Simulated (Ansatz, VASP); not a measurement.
## TeRu3C in VASP and in Ansatz

```
Te Ru C
1.0
     4.13762    0.00000    0.00000
     0.00000    4.13762    0.00000
     0.00000    0.00000    4.13762
Te Ru C
1 3 1
Cartesian
  2.0688 2.0688 2.0688
  2.0688 0.0000 0.0000
  0.0000 2.0688 0.0000
  0.0000 0.0000 2.0688
  0.0000 0.0000 0.0000
```

Alike in both runs: functional PBE; k mesh 10 × 10 × 10; occupations gaussian, width 0.1 eV; no spin polarisation.

Ansatz relaxed the structure, and its values are those at the end. VASP's run is a single point on that final structure, the one shown.

|  | VASP | Ansatz |
| --- | --- | --- |
| version | VASP 6.6.1 | Ansatz 0.2.0 |
| potentials or method | VASP PAW PBE potentials, release 64 (Te, Ru_pv, C), cutoff 520 eV | scalar-relativistic, plane waves, PAW |
| valence electrons in the cell | 52 | 68 |

```tsv
	VASP	Ansatz	Ansatz less VASP
gap on the k mesh at the Fermi level (eV)	none	none	-
pressure (GPa)	-0.1	0.0	+0.10
```

A gap of «none» marks a metal or a gap that the smearing closes. VASP's potentials hold 52 valence electrons a cell and Ansatz's 68, so a difference there can come from the potentials and not from the codes.

Neither program's run includes spin-orbit coupling.
